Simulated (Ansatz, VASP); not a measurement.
# AlGa2P3 in VASP and in Ansatz

```
Al Ga P
1.0
    -1.94842    1.94842    8.24411
     1.94842   -1.94842    8.24411
     1.94842    1.94842   -8.24411
Al Ga P
1 2 3
Direct
  0.00000 0.00000 0.00000
  0.66668 0.66668 0.00000
  0.33332 0.33332 0.00000
  0.25000 0.75000 0.50000
  0.91703 0.41703 0.50000
  0.58297 0.08297 0.50000
```

Alike in both runs: functional PBE; k mesh 6 × 6 × 6; occupations gaussian, width 0.1 eV; no spin polarisation.

Ansatz relaxed the structure, and its values are those at the end. VASP's run is a single point on that final structure, the one shown.

|  | VASP | Ansatz |
| --- | --- | --- |
| version | VASP 6.6.1 | Ansatz 0.2.0 |
| potentials or method | VASP PAW PBE potentials, release 64 (Al, Ga_d, P), cutoff 520 eV | scalar-relativistic, plane waves, PAW |
| valence electrons in the cell | 44 | 44 |

VASP gave:

| Item | Value |
| --- | --- |
| gap on the k mesh at the Fermi level (eV) | 1.67 |
| least direct gap on the mesh (eV) | 1.78 |
| pressure (GPa) | 0.0 |

Task: Which values does Ansatz return?

Result: gap on the k mesh at the Fermi level (eV): 1.68; least direct gap on the mesh (eV): 1.78; pressure (GPa): 0.1.

The functional is the same, so the differences come from potentials, cutoffs and numerics.
